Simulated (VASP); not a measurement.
# LiF (Fm-3m) in VASP: further runs

The runs below take LiF through single point, with PBE.

All numbers are computed with VASP 6.6.1; they aren't measurements. Logs are shortened: lines on timing, memory, paths and dates and some standing lists are left out, and cuts for length are marked.

### 1 The cell of the first run

Symmetry: Fm-3m, No. 225, cubic system. Conventional cell: a = 4.728 Å, b = 4.728 Å, c = 4.728 Å, α = 90.00°, β = 90.00°, γ = 90.00°. Within 3.1 Å of Li (site symmetry m-3m) lie 6 F at 2.36 Å. F (site symmetry m-3m) has 6 Li at 2.36 Å within 3.1 Å.

### 2 Single point, PBE (Cl replaced by F, lengths x 0.883, strained)

Input file INCAR:

```
SYSTEM = LiF
ALGO = Normal
EDIFF = 1E-6
ENCUT = 750
GGA = PE
GGA_COMPAT = .False.
ISIF = 2
ISMEAR = 0
LASPH = .True.
LCHARG = .False.
LREAL = .False.
LWAVE = .False.
NBANDS = 12
NELM = 120
PREC = Accurate
SIGMA = 0.1
```

Input file KPOINTS:

```
k-points
0
Gamma
  6 6 6
  0 0 0
```

Input file POSCAR:

```
LiF
1.0
    0.0000000000      2.3642321207      2.3642321207
    2.3642321207      0.0000000000      2.3642321207
    2.3642321207      2.3642321207      0.0000000000
Li F
1 1
Direct
    0.0000000000      0.0000000000      0.0000000000
    0.5000000000      0.5000000000      0.5000000000
```

Potentials or basis: VASP PAW PBE potentials, release 64 (Li_sv, F).

On the command line:

```
cat potpaw_PBE.64/Li_sv/POTCAR potpaw_PBE.64/F/POTCAR > POTCAR
mpirun -np 1 vasp_std > vasp.out
```

OUTCAR:

```text
SYSTEM = LiF
   EDIFF = 1E-6
   ENCUT = 750
   GGA = PE
   ISIF = 2
   ISMEAR = 0
   LASPH = .True.
   LREAL = .False.
   NELM = 120
   PREC = Accurate

 ion  position               nearest neighbor table
   1  0.000  0.000  0.000-
   2  0.500  0.500  0.500-

  LATTYP: Found a face centered cubic cell.
 ALAT       =     4.7284642414

  Lattice vectors:

 A1 = (   0.0000000000,   2.3642321207,   2.3642321207)
 A2 = (   2.3642321207,   0.0000000000,   2.3642321207)
 A3 = (   2.3642321207,   2.3642321207,   0.0000000000)

Analysis of symmetry for initial positions (statically):
=====================================================================
 Subroutine PRICEL returns:
 Original cell was already a primitive cell.

 Routine SETGRP: Setting up the symmetry group for a
 face centered cubic supercell.

 Subroutine GETGRP returns: Found 48 space group operations
 (whereof 48 operations were pure point group operations)
 out of a pool of 48 trial point group operations.

The static configuration has the point symmetry O_h .

Analysis of symmetry for dynamics (positions and initial velocities):
=====================================================================
 Subroutine PRICEL returns:
 Original cell was already a primitive cell.

 Routine SETGRP: Setting up the symmetry group for a
 face centered cubic supercell.

 Subroutine GETGRP returns: Found 48 space group operations
 (whereof 48 operations were pure point group operations)
 out of a pool of 48 trial point group operations.

The dynamic configuration has the point symmetry O_h .

 Subroutine INISYM returns: Found 48 space group operations
 (whereof 48 operations are pure point group operations),
 and found     1 'primitive' translations

----------------------------------------------------------------------------------------

                                     Primitive cell

  volume of cell :      26.4302

  direct lattice vectors                    reciprocal lattice vectors
     0.000000000  2.364232121  2.364232121    -0.211485156  0.211485156  0.211485156
     2.364232121  0.000000000  2.364232121     0.211485156 -0.211485156  0.211485156
     2.364232121  2.364232121  0.000000000     0.211485156  0.211485156 -0.211485156

  length of vectors
     3.343529130  3.343529130  3.343529130     0.366303036  0.366303036  0.366303036

  position of ions in fractional coordinates (direct lattice)
     0.000000000  0.000000000  0.000000000
[... 79 lines left out ...]
   PSTRESS=    0.0 pullay stress
   NELECT =      10.0000    total number of electrons
   NUPDOWN=      -1.0000    fix difference up-down
   EMIN   =  10.00;   EMAX   =-10.00  energy-range for DOS
   EFERMI =   0.00;   METHOD = LEGACY
   ISMEAR =     0;   SIGMA  =   0.10  broadening in eV -4-tet -1-fermi 0-gaus
   EFERMI_NEDOS =   21; number of points for ismear=-14 and -15
   IALGO  =     38    algorithm
   IMIX   =      4    mixing-type and parameters
     AMIX     =   0.40;   BMIX     =  1.00
     AMIX_MAG =   1.60;   BMIX_MAG =  1.00
  volume/ion in A,a.u.               =      13.22        89.18
  Fermi-wavevector in a.u.,A,eV,Ry     =   1.184063  2.237554 19.075431  1.402005
  Thomas-Fermi vector in A             =   2.320285
   LORBIT       =      0    0 simple, 1 ext, 2 COOP (PROOUT), +10 PAW based schemes
   GGA     = PE    functional components
   LHFCALC =     F    Hartree Fock is set to
   AEXX    =    0.0000 exact exchange contribution
   IVDW    =     0    specifies the selected vdW correction
   LEPSILON=     F    determine dielectric tensor
   LRPA    =     F    only Hartree local field effects (RPA)
 non-spin polarized calculation
 Gauss-broadening in eV      SIGMA  =   0.10
  energy-cutoff  :      750.00
  volume of cell :       26.43
 maximum number of plane-waves:      1258
 NGX is ok and might be reduce to    30
   NGX = 15   NGY = 15   NGZ = 15

 number of electron      10.0000000 magnetization

 number of electron       9.9999995 magnetization

 Free energy of the ion-electron system (eV)
  ---------------------------------------------------
  ext. energy  EPLUGINS =         0.00000000
  ---------------------------------------------------
  free energy    TOTEN  =        -9.11621160 eV

  energy without entropy =       -9.11621160  energy(sigma->0) =       -9.11621160

 E-fermi :  -2.6665     XC(G=0):  -7.8574

 val. band max:       -3.1125443328   @ k =   0.0000   0.0000   0.0000
 cond. band min:       2.7785627825   @ k =   0.0000   0.0000   0.0000
 fundamental gap:      5.8911071154
 Fermi energy:        -2.6664757114

 k-point     1 :       0.0000    0.0000    0.0000
  band No.  band energies     occupation
      1     -45.5764      2.00000
      2     -22.1284      2.00000
      3      -3.1125      2.00000
      4      -3.1125      2.00000
      5      -3.1125      2.00000
      6       2.7786      0.00000
      7      15.0864      0.00000
      8      15.0864      0.00000
      9      15.0864      0.00000
     10      16.7235      0.00000
     11      16.7235      0.00000
     12      16.7235      0.00000
[... 211 lines left out ...]
 k-point    16 :      -0.3333    0.5000    0.1667
  band No.  band energies     occupation
      1     -45.5679      2.00000
      2     -21.9159      2.00000
      3      -4.3559      2.00000
      4      -3.8584      2.00000
      5      -3.5542      2.00000
      6       8.1441      0.00000
      7       9.1467      0.00000
      8       9.7971      0.00000
      9      11.1676      0.00000
     10      15.7371      0.00000
     11      21.4501      0.00000
     12      21.5498      0.00000

------------------------ aborting loop because EDIFF is reached ----------------------------------------

  FORCE on cell =-STRESS in cart. coord.  units (eV):
  Direction    XX          YY          ZZ          XY          YZ          ZX
  --------------------------------------------------------------------------------------
  -------------------------------------------------------------------------------------
  Total       -2.0305262     -2.0305262     -2.0305262      0.0000000      0.0000000     -0.0000000
  in kB     -123.0888863   -123.0888863   -123.0888863      0.0000000      0.0000000     -0.0000000
  external PRESSURE =    -123.0888863 kB  Pullay stress =       0.0000000 kB

 VOLUME and BASIS-vectors are now :
 -----------------------------------------------------------------------------
  energy-cutoff  :      750.00
  volume of cell :       26.43
      direct lattice vectors                 reciprocal lattice vectors
     0.000000000  2.364232121  2.364232121    -0.211485156  0.211485156  0.211485156
     2.364232121  0.000000000  2.364232121     0.211485156 -0.211485156  0.211485156
     2.364232121  2.364232121  0.000000000     0.211485156  0.211485156 -0.211485156

 POSITION                                       TOTAL-FORCE (eV/Angst)
 -----------------------------------------------------------------------------------
      0.00000      0.00000      0.00000        -0.000000      0.000000     -0.000000
      2.36423      2.36423      2.36423         0.000000     -0.000000      0.000000
 -----------------------------------------------------------------------------------
    total drift:                                0.000000      0.000000      0.000000

  FREE ENERGIE OF THE ION-ELECTRON SYSTEM (eV)
  ---------------------------------------------------
  free  energy   TOTEN  =        -9.1162115978 eV

  energy  without entropy=       -9.1162115978  energy(sigma->0) =       -9.11621160
```

stdout:

```text
POSCAR found type information on POSCAR LiF
 POSCAR found :  2 types and       2 ions
 scaLAPACK will be used
 LDA part: xc-table for (Slater+PW92), standard interpolation
 POSCAR, INCAR and KPOINTS ok, starting setup
 FFT: planning ... GRIDC
 FFT: planning ... GRID_SOFT
 FFT: planning ... GRID
 WAVECAR not read
 entering main loop
```

It took 7.8 s on 1 thread of Intel Xeon Platinum 8375C at 2.90GHz (Ice Lake), shared host; peak memory 0.15 GiB.

What came out:

```yaml
Free_energy: -9.1162 eV
Pressure: -12.3 GPa
Band_gap_on_the_k_mesh: 5.89 eV
```

Caveat: the cell differs from its parent crystal (Cl replaced by F, lengths x 0.883, strained); the cell stands under tension.

[end of part 1 of 2]
